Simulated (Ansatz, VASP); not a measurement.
KCl: VASP beside Ansatz

The input INCAR:

```
SYSTEM = KCl
PREC     = Accurate       ! precision mode
ENCUT    = 500            ! plane-wave cutoff, eV
EDIFF    = 1E-6           ! SCF threshold, eV
ISMEAR   = 0              ! smearing method
SIGMA    = 0.02           ! smearing width, eV
LREAL    = .False.        ! projectors in reciprocal space
LASPH    = .True.         ! aspherical terms in the spheres
NELM     = 120            ! most SCF steps
ALGO     = Normal         ! electronic algorithm
ISIF     = 2              ! what is computed and relaxed
LWAVE    = .False.        ! write WAVECAR
LCHARG   = .True.         ! write CHGCAR
LELF     = .True.         ! ELF
LVHAR    = .True.       
NBANDS   = 15             ! bands
GGA_COMPAT= .False.
```

KPOINTS

```
Automatic mesh
0
Gamma
  6 6 6
  0 0 0
```

POSCAR

```
KCl
1.0
    3.7075306326      0.0000000000      0.0000000000
    0.0000000000      3.7075306326      0.0000000000
    0.0000000000      0.0000000000      3.7075306326
K Cl
1 1
Direct
    0.0000000000      0.0000000000      0.0000000000
    0.5000000000      0.5000000000      0.5000000000
```

Input for Ansatz:

```yaml
crystal:
  lattice:
    - [3.7075306326, 0.0, 0.0]
    - [0.0, 3.7075306326, 0.0]
    - [0.0, 0.0, 3.7075306326]
  atoms:
    - { symbol: K, position: [0.0, 0.0, 0.0] }
    - { symbol: Cl, position: [0.5, 0.5, 0.5] }
basis: {}
kpoints:
  mp_grid: { grid: [6, 6, 6] }
hamiltonian:
  xc: lda
  pseudopotentials: { kind: all_electron, lapw: {} }
scf:
  occupations: { method: gaussian, width: 0.02 }
output:
  forces: true
  stress: true
  eigenvalues: true
```

Alike in both runs: task single point; functional LDA; k mesh 6 × 6 × 6; occupations gaussian, width 0.02 eV; no spin polarisation.

|  | VASP | Ansatz |
| --- | --- | --- |
| version | VASP 6.6.1 | Ansatz 0.2.0 |
| potentials or method | VASP PAW LDA potentials, release 64 (K_sv, Cl), cutoff 500 eV | scalar-relativistic, all-electron LAPW |

Ansatz gave:

| Property | Result |
| --- | --- |
| gap on the k mesh at the Fermi level (eV) | 4.82 |
| least direct gap on the mesh (eV) | 5.05 |
| pressure (GPa) | -1.5 |

Estimate VASP's values.

gap on the k mesh at the Fermi level (eV): 4.83; least direct gap on the mesh (eV): 5.06; pressure (GPa): -1.4.

LDA's correlation is that of Perdew and Zunger in VASP and of Perdew and Wang (1992) in Ansatz. Ansatz ran all-electron here, and VASP with PAW potentials.
